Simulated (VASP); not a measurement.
Wanted: the native input for a VASP 6.6.1 run.

| Item | Value |
| --- | --- |
| Task | single point |
| Functional | PBEsol |
| Potentials or basis | VASP PAW PBE potentials, release 64 (Co) |
| Cutoff | 520 eV |
| k mesh | 12 × 12 × 1 |
| Occupations | gaussian, width 0.1 eV |
| Spin | collinear spin, ferromagnetic start |
| Starting moments | [1.8, 1.8, 1.8, 1.8, 1.8] μB |
| Dipole correction | yes |
| Further INCAR settings | ALGO = Normal; EDIFF = 1e-06; NBANDS = 34 |

The structure of Co lies in POSCAR:

```
Co
1.0
    2.4564223074      0.0000000000      0.0000000000
   -1.2282111537      2.1273241206      0.0000000000
    0.0000000000      0.0000000000     24.9388272200
Co
5
Direct
    0.6666666667      0.3333333333      0.3408339905
    0.3333333333      0.6666666667      0.4204169953
    0.6666666667      0.3333333333      0.5002428646
    0.3333333333      0.6666666667      0.5805068909
    0.6666666667      0.3333333333      0.6577835311
```

These files were run (other wordings do the same):

INCAR

```
  ALGO = Normal
  DIPOL = 0.5 0.5 0.500
  EDIFF = 1E-6
  ENCUT = 520
  GGA = PS
  IDIPOL = 3
  ISIF = 2
  ISMEAR = 0
  ISPIN = 2
  LASPH = True
  LCHARG = False
  LDIPOL = True
  LMAXMIX = 4
  LORBIT = 11
  LREAL = False
  LWAVE = False
  MAGMOM = 1.8 1.8 1.8 1.8 1.8
  NBANDS = 34
  NELM = 150
  PREC = Accurate
  SIGMA = 0.1
```

KPOINTS

```
k-points
0
Gamma
  12 12 1
```

Potentials or basis: VASP PAW PBE potentials, release 64 (Co).

Command:

```bash
$ cat potpaw_PBE.64/Co/POTCAR > POTCAR
$ mpirun -np 1 vasp_std > vasp.out
```

Results of the run:

- Largest force: 0.363 eV/Å
- Net moment: 8.25 μB per cell
- Site moments: Co +1.72, +1.63, +1.60, +1.62, +1.70 μB
- Valence electrons inside the program's atomic spheres: Co 8.18, 8.35, 8.38, 8.21 (each value once)

Caveat: the PAW data sets were made with another functional, which shifts forces and pressure a little.

Wall time 4.8 min on 1 thread of Intel(R) Xeon(R) 6975P-C (Granite Rapids) (shared host), peak memory 0.34 GiB.
